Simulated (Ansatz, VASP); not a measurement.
One calculation of SrTiO3, two programs

```
Sr Ti O
1.0
     3.89265    0.08982    0.02034
     0.08982    3.93899   -0.02055
     0.02034   -0.02055    3.92239
Sr Ti O
1 1 3
Cartesian
  0.0006 0.0007 -0.0014
  2.0018 2.0049 1.9599
  0.0547 1.9585 1.9519
  1.9561 0.0342 1.9722
  1.9909 2.0140 0.0006
```

Change from the starting cell: cell sheared at random, sigma 0.01, atoms nudged by 0.01 Å; relaxed back.

Alike in both runs: functional r2SCAN; k mesh 6 × 6 × 6; occupations gaussian, width 0.05 eV; no spin polarisation; Hubbard terms Ti d U = 4.0 eV.

Ansatz relaxed the structure, and its values are those at the end. VASP's run is a single point on that final structure, the one shown.

```csv
,VASP,Ansatz
version,VASP 6.6.1,Ansatz 0.2.0
potentials or method,"VASP PAW PBE potentials, release 64 (Sr_sv, Ti_sv, O), cutoff 520 eV","scalar-relativistic, plane waves, PAW"
valence electrons in the cell,40,40
```

VASP gave:

* gap on the k mesh at the Fermi level (eV): 2.69
* least direct gap on the mesh (eV): 3.02
* pressure (GPa): 3.4
* rms of the force components (eV/Å): 0.004

Task: What did Ansatz give for the same quantities?

Result: gap on the k mesh at the Fermi level (eV): 2.65; least direct gap on the mesh (eV): 2.97; pressure (GPa): 0.2; rms of the force components (eV/Å): 0.001.

VASP's potentials were made for PBE, not for r2SCAN. The programs project onto different local orbitals, so the same U acts differently, and such runs can settle in different states. Ansatz's warnings: stress scf threshold loose.
